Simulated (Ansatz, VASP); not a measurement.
Sr in VASP and in Ansatz

```
Sr
1.0
     4.29268    0.00000    0.00000
    -2.14634    3.71757    0.00000
     0.00000    0.00000    7.02166
Sr
2
Direct
  0.33333 0.66667 0.25000
  0.66667 0.33333 0.75000
```

Alike in both runs: functional r2SCAN; k mesh 9 × 9 × 5; no spin polarisation.

Ansatz relaxed the structure, and its values are those at the end. VASP's run is a single point on that final structure, the one shown.

```csv
,VASP,Ansatz
version,VASP 6.6.1,Ansatz 0.2.0
potentials or method,"VASP PAW PBE potentials, release 64 (Sr_sv), cutoff 520 eV",PAW plane waves
occupations,"fermi-dirac, width 0.1 eV",fermi-dirac
valence electrons in the cell,20,20
```

```tsv
	VASP	Ansatz	Ansatz less VASP
pressure (GPa)	0.3	0.3	-0.02
```

VASP's potentials were made for PBE, not for r2SCAN. Ansatz's warnings: stress scf threshold loose, structure snapped to symmetry.
